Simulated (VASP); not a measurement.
# Li15S8 (a cell with a defect) in VASP: single point with PBE

Aim: the single point of Li15S8 (a cell with a defect) with PBE.

Everything below comes from runs of VASP 6.6.1. Logs are shortened: lines on timing, memory, paths and dates and some standing lists are left out, and cuts for length are marked.

### 1 The cell of the first run

The cell holds a defect, 23 atoms: a = 7.981 Å, b = 7.981 Å, c = 7.981 Å, α = 60.00°, β = 60.00°, γ = 60.00°.

### 2 Single point, PBE

Input file INCAR:

```
PREC     = Accurate       # precision mode
ENCUT    = 650            # plane-wave cutoff, eV
EDIFF    = 1E-6           # SCF threshold, eV
ISMEAR   = -1             # smearing method
SIGMA    = 0.1            # smearing width, eV
LREAL    = F              # projectors in reciprocal space
LASPH    = T              # aspherical terms in the spheres
NELM     = 120            # most SCF steps
ALGO     = Normal         # electronic algorithm
ISIF     = 2              # what is computed and relaxed
LWAVE    = F              # write WAVECAR
LCHARG   = F              # write CHGCAR
GGA      = PE             # functional
NBANDS   = 64             # bands
GGA_COMPAT= F
```

Input file KPOINTS:

```
regular mesh
0
Gamma
  2 2 2
```

Input file POSCAR:

```
Li15S8
1.0
    0.0000000000      5.6432580000      5.6432580000
    5.6432580000      0.0000000000      5.6432580000
    5.6432580000      5.6432580000      0.0000000000
S Li
8 15
Direct
   -0.0007629458      0.0000794754      0.0000839054
   -0.0007395551      0.0001356486      0.5004073002
   -0.0007174047      0.5003890483      0.0000482877
    0.0085494053      0.4971510252      0.4970776633
    0.4994914285      0.0000063793      0.0001555839
    0.4962842386      0.0093481461      0.4971188629
    0.4963218942      0.4970932571      0.0092518364
    0.4963578663      0.4970657907      0.4971797320
    0.1241113733      0.1250920125      0.1253960921
    0.3743223330      0.3751957646      0.3750226376
    0.1253922823      0.1260979030      0.6241394599
    0.3836314944      0.3849116060      0.8656663403
    0.1252518492      0.6242857406      0.1261605441
    0.3841759494      0.8653091884      0.3849242760
    0.1253339826      0.6242422374      0.6240653892
    0.3840139862      0.8655108450      0.8656237230
    0.6234186883      0.1261185471      0.1260125800
    0.8646544248      0.3849207320      0.3850417613
    0.6233494021      0.1261049025      0.6243798352
    0.8646424636      0.3849590963      0.8653317817
    0.6235460084      0.6241655086      0.1260188707
    0.8644840445      0.8655371596      0.3849819555
    0.8744151871      0.8751167322      0.8752051563
```

Potentials or basis: VASP PAW PBE potentials, release 64 (S, Li_sv).

On the command line:

```bash
cat potpaw_PBE.64/S/POTCAR potpaw_PBE.64/Li_sv/POTCAR > POTCAR
mpirun -np 1 vasp_std > vasp.out
```

OUTCAR:

```text
PREC = Accurate
   ENCUT = 650
   EDIFF = 1E-6
   ISMEAR = -1
   LREAL = F
   LASPH = T
   NELM = 120
   ISIF = 2
   GGA = PE

 ion  position               nearest neighbor table
   1  0.999  0.000  0.000-  23 2.44   9 2.44  13 2.45  17 2.45  11 2.45  16 2.51  20 2.51  22 2.51

   2  0.999  0.000  0.500-  23 2.44   9 2.44  11 2.45  15 2.45  19 2.45  18 2.51  22 2.51  14 2.51

   3  0.999  0.500  0.000-  23 2.44   9 2.45  21 2.45  13 2.45  15 2.45  12 2.51  20 2.51  18 2.51
[... 8 lines left out ...]
  10  0.374  0.375  0.375-   7 2.38   4 2.38   6 2.38   8 2.39
  11  0.125  0.126  0.624-   6 2.42   4 2.42   2 2.45   1 2.45
  12  0.384  0.385  0.866-   7 2.41   8 2.41   3 2.51   5 2.51
  13  0.125  0.624  0.126-   4 2.42   7 2.42   1 2.45   3 2.45
  14  0.384  0.865  0.385-   8 2.40   6 2.40   5 2.51   2 2.51
  15  0.125  0.624  0.624-   4 2.42   8 2.42   2 2.45   3 2.45
  16  0.384  0.866  0.866-   7 2.41   6 2.41   5 2.51   1 2.51
  17  0.623  0.126  0.126-   7 2.42   6 2.42   1 2.45   5 2.45
  18  0.865  0.385  0.385-   4 2.40   8 2.40   2 2.51   3 2.51
  19  0.623  0.126  0.624-   8 2.42   6 2.42   5 2.45   2 2.45
  20  0.865  0.385  0.865-   4 2.40   7 2.40   3 2.51   1 2.51
  21  0.624  0.624  0.126-   7 2.42   8 2.42   3 2.45   5 2.45
  22  0.864  0.866  0.385-   6 2.40   4 2.41   2 2.51   1 2.51
  23  0.874  0.875  0.875-   1 2.44   3 2.44   2 2.44   5 2.44

  LATTYP: Found a face centered cubic cell.
 ALAT       =    11.2865160000

  Lattice vectors:

 A1 = (   0.0000000000,   5.6432580000,   5.6432580000)
 A2 = (   5.6432580000,   0.0000000000,   5.6432580000)
 A3 = (   5.6432580000,   5.6432580000,   0.0000000000)

Analysis of symmetry for initial positions (statically):
=====================================================================
 Subroutine PRICEL returns:
 Original cell was already a primitive cell.

 Routine SETGRP: Setting up the symmetry group for a
 face centered cubic supercell.

 Subroutine GETGRP returns: Found  1 space group operations
 (whereof  1 operations were pure point group operations)
 out of a pool of 48 trial point group operations.

The static configuration has the point symmetry C_1 .

Analysis of symmetry for dynamics (positions and initial velocities):
=====================================================================
 Subroutine PRICEL returns:
 Original cell was already a primitive cell.

[... 134 lines left out ...]
   EDIFFG = 0.1E-04   stopping-criterion for IOM
   NSW    =      0    number of steps for IOM
   IBRION =     -1    ionic relax: 0-MD 1-quasi-New 2-CG
   NFREE  =      0    steps in history (QN), initial steepest desc. (CG)
   ISIF   =      2    stress and relaxation
   ISYM   =      2    0-nonsym 1-usesym 2-fastsym
   POTIM  = 0.5000    time-step for ionic-motion
   TEBEG  =    0.0;   TEEND  =   0.0 temperature during run
   PSTRESS=    0.0 pullay stress
   NELECT =      93.0000    total number of electrons
   NUPDOWN=      -1.0000    fix difference up-down
   EMIN   =  10.00;   EMAX   =-10.00  energy-range for DOS
   EFERMI =   0.00;   METHOD = LEGACY
   ISMEAR =    -1;   SIGMA  =   0.10  broadening in eV -4-tet -1-fermi 0-gaus
   EFERMI_NEDOS =   21; number of points for ismear=-14 and -15
   IALGO  =     38    algorithm
   IMIX   =      4    mixing-type and parameters
     AMIX     =   0.40;   BMIX     =  1.00
     AMIX_MAG =   1.60;   BMIX_MAG =  1.00
  volume/ion in A,a.u.               =      15.63       105.46
  Fermi-wavevector in a.u.,A,eV,Ry     =   1.043188  1.971339 14.806420  1.088241
  Thomas-Fermi vector in A             =   2.177886
   LORBIT       =      0    0 simple, 1 ext, 2 COOP (PROOUT), +10 PAW based schemes
   GGA     = PE    functional components
   LHFCALC =     F    Hartree Fock is set to
   AEXX    =    0.0000 exact exchange contribution
   IVDW    =     0    specifies the selected vdW correction
   LEPSILON=     F    determine dielectric tensor
   LRPA    =     F    only Hartree local field effects (RPA)
 non-spin polarized calculation
  energy-cutoff  :      650.00
  volume of cell :      359.43
 maximum number of plane-waves:     13600
 NGX is ok and might be reduce to    70
   NGX = 33   NGY = 33   NGZ = 33

 number of electron      92.9999982 magnetization

 Free energy of the ion-electron system (eV)
  ---------------------------------------------------
  ext. energy  EPLUGINS =         0.00000000
  ---------------------------------------------------
  free energy    TOTEN  =       -90.76079611 eV

  energy without entropy =      -90.54135474  energy(sigma->0) =      -90.65107542

 E-fermi :   1.4126     XC(G=0):  -8.4930

 val. band max:        1.2676261760   @ k =   0.5000   0.0000   0.0000
 cond. band min:       1.4588564505   @ k =   0.0000   0.0000   0.0000
 fundamental gap:      0.1912302745
 Fermi energy:         1.4126156027

 k-point     1 :       0.0000    0.0000    0.0000
  band No.  band energies     occupation
      1     -42.7359      2.00000
      2     -42.7305      2.00000
      3     -42.7273      2.00000
      4     -42.7271      2.00000
      5     -42.7265      2.00000
      6     -42.7264      2.00000
[... 477 lines left out ...]
     57       8.2328      0.00000
     58       8.4137      0.00000
 [bands above 58 left out]

------------------------ aborting loop because EDIFF is reached ----------------------------------------

  FORCE on cell =-STRESS in cart. coord.  units (eV):
  Direction    XX          YY          ZZ          XY          YZ          ZX
  --------------------------------------------------------------------------------------
  -------------------------------------------------------------------------------------
  Total        2.5238032      2.5197116      2.5283153     -0.0080750      0.0055923     -0.0020383
  in kB       11.2498404     11.2316019     11.2699528     -0.0359943      0.0249275     -0.0090858
  external PRESSURE =      11.2504651 kB  Pullay stress =       0.0000000 kB

 VOLUME and BASIS-vectors are now :
 -----------------------------------------------------------------------------
  energy-cutoff  :      650.00
  volume of cell :      359.43
      direct lattice vectors                 reciprocal lattice vectors
     0.000000000  5.643258000  5.643258000    -0.088601301  0.088601301  0.088601301
     5.643258000  0.000000000  5.643258000     0.088601301 -0.088601301  0.088601301
     5.643258000  5.643258000  0.000000000     0.088601301  0.088601301 -0.088601301

 POSITION                                       TOTAL-FORCE (eV/Angst)
 -----------------------------------------------------------------------------------
      0.00092      5.63943      5.63940         0.004025      0.003025      0.003786
      2.82469      8.46301      5.63985        -0.002648     -0.001278      0.000759
      2.82410      5.63948      8.46303        -0.001238      0.003435     -0.003715
      5.61069      2.85338      2.85380         0.001936     -0.001894     -0.001350
      0.00091      2.81964      2.81879         0.004561     -0.001149     -0.000796
      2.85812      5.60603      2.85341        -0.000982      0.002147     -0.001750
[... 15 lines left out ...]
      7.05700      7.05106      9.76296        -0.001975      0.000649     -0.008798
      9.87752      9.87356      9.87306        -0.000252     -0.001964     -0.000472
 -----------------------------------------------------------------------------------
    total drift:                                0.000265     -0.000475     -0.000444

  FREE ENERGIE OF THE ION-ELECTRON SYSTEM (eV)
  ---------------------------------------------------
  free  energy   TOTEN  =       -90.7607961076 eV

  energy  without entropy=      -90.5413547421  energy(sigma->0) =      -90.65107542
```

OSZICAR:

```text
N       E                     dE             d eps       ncg     rms          rms(c)
DAV:   1     0.802256537868E+03    0.80226E+03   -0.42709E+04  1024   0.170E+03
DAV:   2     0.368157099044E+02   -0.76544E+03   -0.71014E+03  1168   0.422E+02
DAV:   3    -0.724073791496E+02   -0.10922E+03   -0.10812E+03  1456   0.122E+02
DAV:   4    -0.901190023048E+02   -0.17712E+02   -0.17608E+02  1864   0.507E+01
DAV:   5    -0.928761010297E+02   -0.27571E+01   -0.27563E+01  1624   0.136E+01    0.106E+01
DAV:   6    -0.907709499042E+02    0.21052E+01   -0.47908E+00  1312   0.645E+00    0.814E+00
DAV:   7    -0.906719697825E+02    0.98980E-01   -0.20282E+00  1616   0.321E+00    0.490E+00
DAV:   8    -0.907539431779E+02   -0.81973E-01   -0.34625E-01  1376   0.182E+00    0.121E+00
DAV:   9    -0.907522420679E+02    0.17011E-02   -0.40106E-02  1480   0.546E-01    0.372E-01
DAV:  10    -0.907576268099E+02   -0.53847E-02   -0.71982E-03  1544   0.252E-01    0.217E-01
DAV:  11    -0.907607040518E+02   -0.30772E-02   -0.38390E-03  1296   0.202E-01    0.553E-02
DAV:  12    -0.907607529863E+02   -0.48935E-04   -0.25012E-04  1704   0.494E-02    0.429E-02
DAV:  13    -0.907607784709E+02   -0.25485E-04   -0.31173E-05  1344   0.184E-02    0.179E-02
DAV:  14    -0.907607960371E+02   -0.17566E-04   -0.18844E-05  1280   0.150E-02    0.632E-03
DAV:  15    -0.907607961076E+02   -0.70508E-07   -0.40979E-06  1400   0.674E-03
   1 F= -.90760796E+02 E0= -.90651075E+02  d E =-.219441E+00
```

Run time: 13 min. Hardware: 1 thread of Oxide Virtual Turin-like, shared host; peak memory 0.69 GiB.

What came out:

- Free energy: -90.7608 eV
- Pressure: 1.1 GPa
- Largest force: 0.012 eV/Å
- Band gap on the k mesh: zero (an odd number of electrons rules out a gap without spin polarisation)

Forces in eV/Å, atoms in the order of the input:
```
S    0.004  0.003  0.004
S   -0.003 -0.001  0.001
S   -0.001  0.003 -0.004
S    0.002 -0.002 -0.001
S    0.005 -0.001 -0.001
S   -0.001  0.002 -0.002
S   -0.001 -0.003  0.002
S    0.000 -0.001  0.000
Li  -0.001  0.000  0.003
Li   0.002  0.004  0.001
Li   0.001  0.000  0.008
Li  -0.003  0.002  0.012
Li  -0.001  0.008  0.000
Li   0.001  0.008  0.001
Li  -0.007  0.001  0.000
Li  -0.012 -0.002  0.000
Li   0.009  0.000 -0.001
Li   0.007 -0.003 -0.001
Li  -0.001 -0.010  0.001
Li   0.000 -0.008 -0.001
Li   0.001  0.001 -0.011
Li  -0.002  0.001 -0.009
Li   0.000 -0.002  0.000
```

Caveat: the k points lie up to 0.48 Å⁻¹ apart, too coarse for converged energies and pressures of a metal.

The gap in the log of VASP goes by the Fermi energy; the results here count the filled bands.